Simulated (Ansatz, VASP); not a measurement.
## One calculation of FeCo3, two programs

```
CELL_PARAMETERS angstrom
3.52219 0.00000 0.00000
0.00000 3.52219 0.00000
0.00000 0.00000 3.52219
ATOMIC_POSITIONS crystal
Fe 0.00000 0.00000 0.00000
Co 0.50000 0.50000 0.00000
Co 0.50000 0.00000 0.50000
Co 0.00000 0.50000 0.50000
```

Alike in both runs: task single point; functional PBEsol; k mesh 12 × 12 × 12; occupations gaussian, width 0.1 eV; collinear spin.

```csv
,VASP,Ansatz
version,VASP 6.6.1,Ansatz 0.2.0
potentials or method,"VASP PAW PBE potentials, release 64 (Fe, Co), cutoff 520 eV","scalar-relativistic, plane waves, PAW"
valence electrons in the cell,35,67
```

|  | VASP | Ansatz | Ansatz less VASP |
| --- | --- | --- | --- |
| gap on the k mesh at the Fermi level (eV) | none | none | - |
| pressure (GPa) | -6.8 | -6.3 | +0.50 |
| net moment per atom (μB) | 1.82 | 1.83 | +0.005 |
| size of the moment on the site where the two differ most (μB) | 1.58 | 1.65 | +0.061 |

VASP's potentials were made for PBE, not for PBEsol. Site moments also hang on the region over which each program counts them. A gap of «none» marks a metal or a gap that the smearing closes. VASP's potentials hold 35 valence electrons a cell and Ansatz's 67, so a difference there can come from the potentials and not from the codes.
